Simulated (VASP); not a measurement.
# Al2BP3 in VASP: a series of runs

The runs below take Al2BP3 through single point, with PBE.

Program: VASP 6.6.1. These are calculated values, not measurements. Logs are shortened: lines on timing, memory, paths and dates and some standing lists are left out, and cuts for length are marked.

### 1 The cell of the first run

The typed cell holds 12 atoms: a = 3.654 Å, b = 3.654 Å, c = 18.493 Å, α = 89.99°, β = 90.02°, γ = 120.01°.

### 2 Single point, PBE

File INCAR:

```
PREC = Accurate
ENCUT = 520
EDIFF = 1E-6
ISMEAR = 0
SIGMA = 0.1
LREAL = False
LASPH = True
NELM = 60
ALGO = Normal
ISIF = 2
LWAVE = False
LCHARG = False
GGA = PE
NBANDS = 36
```

File KPOINTS:

```
regular mesh
0
Gamma
  6 6 1
```

File POSCAR:

```
Al2BP3
1.0
    3.6543040717     -0.0000683841     -0.0005373883
   -1.8272088192      3.1640833962      0.0004461159
   -0.0028104344      0.0010122859     18.4928586455
Al B P
4 2 6
Direct
    0.3334359319      0.6666051713      0.0122886170
    0.3329039000      0.6661423065      0.3342922868
    0.3334867155      0.6663826033      0.6560833056
    0.6672394892      0.3342586295      0.8341331364
    0.6663002538      0.3330948836      0.1756484123
    0.6667014615      0.3335054975      0.4975120687
    0.3329809623      0.6663889038      0.1418593903
    0.3333240665      0.6666728606      0.4637265225
    0.3338926996      0.6675839974      0.7838336391
    0.6662057471      0.3328823876      0.2834091766
    0.6667297520      0.3330883142      0.6052735010
    0.6667990207      0.3333944448      0.9619399636
```

Potentials or basis: VASP PAW PBE potentials, release 64 (Al, B, P).

On the command line:

```sh
$ cat potpaw_PBE.64/Al/POTCAR potpaw_PBE.64/B/POTCAR potpaw_PBE.64/P/POTCAR > POTCAR
$ mpirun -np 1 vasp_std > vasp.out
```

OUTCAR:

```text
PREC = Accurate
   ENCUT = 520
   EDIFF = 1E-6
   ISMEAR = 0
   LREAL = False
   LASPH = True
   NELM = 60
   ISIF = 2
   GGA = PE

 ion  position               nearest neighbor table
   1  0.333  0.667  0.012-  12 2.31  12 2.31  12 2.31   7 2.40
   2  0.333  0.666  0.334-  10 2.31  10 2.31  10 2.31   8 2.39
   3  0.333  0.666  0.656-  11 2.31  11 2.31  11 2.31   9 2.36
   4  0.667  0.334  0.834-   9 2.31   9 2.31   9 2.31  12 2.36
   5  0.666  0.333  0.176-  10 1.99   7 2.20   7 2.20   7 2.20
   6  0.667  0.334  0.498-  11 1.99   8 2.20   8 2.20   8 2.20
   7  0.333  0.666  0.142-   5 2.20   5 2.20   5 2.20   1 2.40
   8  0.333  0.667  0.464-   6 2.20   6 2.20   6 2.20   2 2.39
   9  0.334  0.668  0.784-   4 2.31   4 2.31   4 2.31   3 2.36
  10  0.666  0.333  0.283-   5 1.99   2 2.31   2 2.31   2 2.31
  11  0.667  0.333  0.605-   6 1.99   3 2.31   3 2.31   3 2.31
  12  0.667  0.333  0.962-   1 2.31   1 2.31   1 2.31   4 2.36

  LATTYP: Found a triclinic cell.
 ALAT       =     3.6537810561
 B/A-ratio  =     1.7319314765
 C/A-ratio  =     5.0612936579
 COS(alpha) =     0.0001108163
 COS(beta)  =     0.0002455002
 COS(gamma) =     0.8659840748

  Lattice vectors:

 A1 = (   1.8272088192,  -3.1640833962,  -0.0004461159)
 A2 = (   0.0001135667,  -6.3280984083,  -0.0003548435)
 A3 = (   0.0028104344,  -0.0010122859, -18.4928586455)

Analysis of symmetry for initial positions (statically):
=====================================================================
 Subroutine PRICEL returns:
 Original cell was already a primitive cell.

 Routine SETGRP: Setting up the symmetry group for a
 triclinic supercell.

 Subroutine GETGRP returns: Found  1 space group operations
 (whereof  1 operations were pure point group operations)
 out of a pool of  2 trial point group operations.

The static configuration has the point symmetry C_1 .

Analysis of symmetry for dynamics (positions and initial velocities):
=====================================================================
 Subroutine PRICEL returns:
 Original cell was already a primitive cell.

 Routine SETGRP: Setting up the symmetry group for a
 triclinic supercell.

 Subroutine GETGRP returns: Found  1 space group operations
 (whereof  1 operations were pure point group operations)
 out of a pool of  2 trial point group operations.

The dynamic configuration has the point symmetry C_1 .

 Subroutine INISYM returns: Found  1 space group operations
 (whereof  1 operations are pure point group operations),
 and found     1 'primitive' translations

----------------------------------------------------------------------------------------

                                     Primitive cell

  volume of cell :     213.8218

  direct lattice vectors                    reciprocal lattice vectors
     3.654304072 -0.000068384 -0.000537388     0.273652877  0.158030265  0.000032938
    -1.827208819  3.164083396  0.000446116     0.000005912  0.316050712 -0.000017299
    -0.002810434  0.001012286 18.492858646     0.000007952 -0.000003032  0.054074929

  length of vectors
     3.654304112  3.653781056 18.492858887     0.316005479  0.316050712  0.054074930

  position of ions in fractional coordinates (direct lattice)
     0.333435932  0.666605171  0.012288617
     0.332903900  0.666142306  0.334292287
     0.333486716  0.666382603  0.656083306
     0.667239489  0.334258629  0.834133136
     0.666300254  0.333094884  0.175648412
     0.666701461  0.333505497  0.497512069
     0.332980962  0.666388904  0.141859390
     0.333324066  0.666672861  0.463726522
     0.333892700  0.667583997  0.783833639
     0.666205747  0.332882388  0.283409177
     0.666729752  0.333088314  0.605273501
     0.666799021  0.333394445  0.961939964

  ion indices of the primitive-cell ions
   primitive index   ion index
                 1           1
                 2           2
                 3           3
                 4           4
                 5           5
                 6           6
                 7           7
                 8           8
                 9           9
                10          10
                11          11
                12          12

----------------------------------------------------------------------------------------

 KPOINTS: regular mesh

Automatic generation of k-mesh.
 Grid dimensions read from file:
 generate k-points for:    6    6    1

 Generating k-lattice:

  Cartesian coordinates                     Fractional coordinates (reciprocal lattice)
     0.045608813  0.026338377  0.000005490     0.166666667 -0.000000000 -0.000000000
     0.000000985  0.052675119 -0.000002883     0.000000000  0.166666667 -0.000000000
     0.000007952 -0.000003032  0.054074929     0.000000000 -0.000000000  1.000000000

  Length of vectors
     0.052667580  0.052675119  0.054074930

  Shift w.r.t. Gamma in fractional coordinates (k-lattice)
     0.000000000  0.000000000  0.000000000

 Subroutine IBZKPT returns following result:
 ===========================================

 Found     20 irreducible k-points:

 Following reciprocal coordinates:
            Coordinates               Weight
  0.000000  0.000000  0.000000      1.000000
  0.166667 -0.000000  0.000000      2.000000
  0.166667 -0.166667 -0.000000      2.000000
  0.333333 -0.000000  0.000000      2.000000
  0.333333 -0.333333  0.000000      2.000000
  0.500000 -0.000000  0.000000      1.000000
[... 12 lines left out ...]
  0.333333  0.333333  0.000000      2.000000
  0.000000  0.500000 -0.000000      1.000000
   k-points           NKPTS =     20   k-points in BZ     NKDIM =     20   number of bands    NBANDS=     36
   number of dos      NEDOS =    301   number of ions     NIONS =     12
   total plane-waves  NPLWV = 109760
   dimension x,y,z NGX =    28 NGY =   28 NGZ =  140
   dimension x,y,z NGXF=    56 NGYF=   56 NGZF=  280
   ions per type =               4   2   6
   NGX,Y,Z   is equivalent  to a cutoff of  12.74, 12.74, 12.59 a.u.
   NGXF,Y,Z  is equivalent  to a cutoff of  25.48, 25.48, 25.17 a.u.
 SYSTEM =  unknown system
   PREC   = accura    normal or accurate (medium, high low for compatibility)
   ISTART =      0    job   : 0-new  1-cont  2-samecut
   ICHARG =      2    charge: 1-file 2-atom 10-const
   ISPIN  =      1    spin polarized calculation?
   LNONCOLLINEAR =      F non collinear calculations
   LSORBIT =      F    spin-orbit coupling
   LASPH  =      T    aspherical Exc in radial PAW
   ENCUT  =  520.0 eV  38.22 Ry    6.18 a.u.   6.79  6.79 34.38*2*pi/ulx,y,z
   NELM   =     60;   NELMIN=  2; NELMDL= -5     # of ELM steps
   EDIFF  = 0.1E-05   stopping-criterion for ELM
   LREAL  =      F    real-space projection
   EDIFFG = 0.1E-04   stopping-criterion for IOM
   NSW    =      0    number of steps for IOM
   IBRION =     -1    ionic relax: 0-MD 1-quasi-New 2-CG
   NFREE  =      0    steps in history (QN), initial steepest desc. (CG)
   ISIF   =      2    stress and relaxation
   ISYM   =      2    0-nonsym 1-usesym 2-fastsym
   POTIM  = 0.5000    time-step for ionic-motion
   TEBEG  =    0.0;   TEEND  =   0.0 temperature during run
   PSTRESS=    0.0 pullay stress
   NELECT =      48.0000    total number of electrons
   NUPDOWN=      -1.0000    fix difference up-down
   EMIN   =  10.00;   EMAX   =-10.00  energy-range for DOS
   EFERMI =   0.00;   METHOD = LEGACY
   ISMEAR =     0;   SIGMA  =   0.10  broadening in eV -4-tet -1-fermi 0-gaus
   EFERMI_NEDOS =   21; number of points for ismear=-14 and -15
   IALGO  =     38    algorithm
   IMIX   =      4    mixing-type and parameters
     AMIX     =   0.40;   BMIX     =  1.00
     AMIX_MAG =   1.60;   BMIX_MAG =  1.00
  volume/ion in A,a.u.               =      17.82       120.25
  Fermi-wavevector in a.u.,A,eV,Ry     =   0.994958  1.880197 13.468961  0.989941
  Thomas-Fermi vector in A             =   2.126945
   LORBIT       =      0    0 simple, 1 ext, 2 COOP (PROOUT), +10 PAW based schemes
   GGA     = PE    functional components
   LHFCALC =     F    Hartree Fock is set to
   AEXX    =    0.0000 exact exchange contribution
   IVDW    =     0    specifies the selected vdW correction
   LEPSILON=     F    determine dielectric tensor
   LRPA    =     F    only Hartree local field effects (RPA)
 non-spin polarized calculation
 Gauss-broadening in eV      SIGMA  =   0.10
  energy-cutoff  :      520.00
  volume of cell :      213.82
 maximum number of plane-waves:      5781
   NGX = 13   NGY = 13   NGZ = 69

 number of electron      47.9999998 magnetization

 Free energy of the ion-electron system (eV)
  ---------------------------------------------------
  ext. energy  EPLUGINS =         0.00000000
  ---------------------------------------------------
  free energy    TOTEN  =       -64.18496841 eV

  energy without entropy =      -64.18496841  energy(sigma->0) =      -64.18496841

 E-fermi :   6.0215     XC(G=0):  -9.5520

 val. band max:        5.5593744833   @ k =   0.0000   0.0000   0.0000
 cond. band min:       6.4790748427   @ k =   0.0000   0.0000   0.0000
 fundamental gap:      0.9197003594
 Fermi energy:         6.0215445194

 k-point     1 :       0.0000    0.0000    0.0000
  band No.  band energies     occupation
      1      -7.5736      2.00000
      2      -7.3475      2.00000
      3      -6.6920      2.00000
      4      -6.0135      2.00000
      5      -5.8535      2.00000
      6      -5.2467      2.00000
[... 28 lines left out ...]
     35       9.9536      0.00000
     36      10.0528      0.00000

 k-point     2 :       0.1667   -0.0000    0.0000
  band No.  band energies     occupation
      1      -7.2638      2.00000
      2      -7.0426      2.00000
      3      -6.3822      2.00000
      4      -5.7256      2.00000
      5      -5.5757      2.00000
      6      -4.9970      2.00000
[... 28 lines left out ...]
     35      10.0081      0.00000
     36      10.1225      0.00000

 k-point     3 :       0.1667   -0.1667   -0.0000
  band No.  band energies     occupation
      1      -7.2638      2.00000
      2      -7.0426      2.00000
      3      -6.3822      2.00000
      4      -5.7256      2.00000
      5      -5.5757      2.00000
      6      -4.9970      2.00000
[... 28 lines left out ...]
     35      10.0082      0.00000
     36      10.1227      0.00000

 k-point     4 :       0.3333   -0.0000    0.0000
  band No.  band energies     occupation
      1      -6.4094      2.00000
      2      -6.2076      2.00000
      3      -5.5538      2.00000
      4      -5.0050      2.00000
      5      -4.9160      2.00000
      6      -4.4765      2.00000
[... 28 lines left out ...]
     35       9.7827      0.00000
     36      10.1151      0.00000

 k-point     5 :       0.3333   -0.3333    0.0000
  band No.  band energies     occupation
      1      -6.4093      2.00000
      2      -6.2074      2.00000
      3      -5.5538      2.00000
      4      -5.0052      2.00000
      5      -4.9161      2.00000
      6      -4.4766      2.00000
[... 499 lines left out ...]
 k-point    18 :       0.1667    0.5000   -0.0000
  band No.  band energies     occupation
      1      -5.7045      2.00000
      2      -5.5320      2.00000
      3      -4.9336      2.00000
      4      -4.6179      2.00000
      5      -4.5873      2.00000
      6      -4.3375      2.00000
[... 28 lines left out ...]
     35      10.3152      0.00000
     36      10.4709      0.00000

 k-point    19 :       0.3333    0.3333    0.0000
  band No.  band energies     occupation
      1      -5.0299      2.00000
      2      -4.9205      2.00000
      3      -4.7716      2.00000
      4      -4.6560      2.00000
      5      -4.4194      2.00000
      6      -4.3243      2.00000
[... 28 lines left out ...]
     35      11.1170      0.00000
     36      11.2758      0.00000

 k-point    20 :       0.0000    0.5000   -0.0000
  band No.  band energies     occupation
      1      -5.6180      2.00000
      2      -5.4548      2.00000
      3      -4.8718      2.00000
      4      -4.6600      2.00000
      5      -4.6096      2.00000
      6      -4.4024      2.00000
[... 28 lines left out ...]
     35       9.3605      0.00000
     36       9.6748      0.00000

------------------------ aborting loop because EDIFF is reached ----------------------------------------

  FORCE on cell =-STRESS in cart. coord.  units (eV):
  Direction    XX          YY          ZZ          XY          YZ          ZX
  --------------------------------------------------------------------------------------
  -------------------------------------------------------------------------------------
  Total       -0.1432301     -0.0946249     -0.2169225      0.0049438     -0.0056967      0.0189254
  in kB       -1.0732306     -0.7090292     -1.6254108      0.0370442     -0.0426853      0.1418093
  external PRESSURE =      -1.1358902 kB  Pullay stress =       0.0000000 kB

 VOLUME and BASIS-vectors are now :
 -----------------------------------------------------------------------------
  energy-cutoff  :      520.00
  volume of cell :      213.82
      direct lattice vectors                 reciprocal lattice vectors
     3.654304072 -0.000068384 -0.000537388     0.273652877  0.158030265  0.000032938
    -1.827208819  3.164083396  0.000446116     0.000005912  0.316050712 -0.000017299
    -0.002810434  0.001012286 18.492858646     0.000007952 -0.000003032  0.054074929

 POSITION                                       TOTAL-FORCE (eV/Angst)
 -----------------------------------------------------------------------------------
      0.00041      2.10918      0.22737         0.000385      0.000663     -0.002682
     -0.00159      2.10805      6.18214         0.000539      0.000847     -0.003437
     -0.00080      2.10913     12.13297        -0.001866      0.000271     -0.004925
      1.82519      1.05842     15.42530         0.001633     -0.000799     -0.005771
      1.82574      1.05407      3.24803         0.000973     -0.002233      0.006717
      1.82555      1.05570      9.20021         0.002183     -0.004920      0.008007
     -0.00122      2.10863      2.62350        -0.000056      0.002362     -0.004501
     -0.00139      2.10986      8.57575        -0.001851      0.002838     -0.008606
     -0.00187      2.11306     14.49544        -0.001557     -0.002679      0.000401
      1.82548      1.05351      5.24084         0.000387      0.001131      0.003460
      1.82611      1.05449     11.19303         0.000840      0.002415      0.014098
      1.82480      1.05582     17.78881        -0.001611      0.000105     -0.002759
 -----------------------------------------------------------------------------------
    total drift:                                0.000035     -0.000012     -0.000701

  FREE ENERGIE OF THE ION-ELECTRON SYSTEM (eV)
  ---------------------------------------------------
  free  energy   TOTEN  =       -64.1849684112 eV

  energy  without entropy=      -64.1849684112  energy(sigma->0) =      -64.18496841
```

Wall time 1.7 min (1 thread of Intel Xeon 6975P-C (Granite Rapids), shared host); peak memory 0.37 GiB.

What came out:

```
Free energy            : -64.1850 eV
Pressure               : -0.1 GPa
Largest force          : 0.014 eV/Å
Band gap on the k mesh : 0.92 eV
```

Forces in eV/Å, atoms in the order of the input:
```
Al   0.000  0.001 -0.003
Al   0.001  0.001 -0.003
Al  -0.002  0.000 -0.005
Al   0.002 -0.001 -0.006
B    0.001 -0.002  0.007
B    0.002 -0.005  0.008
P    0.000  0.002 -0.005
P   -0.002  0.003 -0.009
P   -0.002 -0.003  0.000
P    0.000  0.001  0.003
P    0.001  0.002  0.014
P   -0.002  0.000 -0.003
```

Caveat: an odd mesh through Γ misses points on the zone boundary, where band edges can lie.

(Part 1 of 2 ends here.)
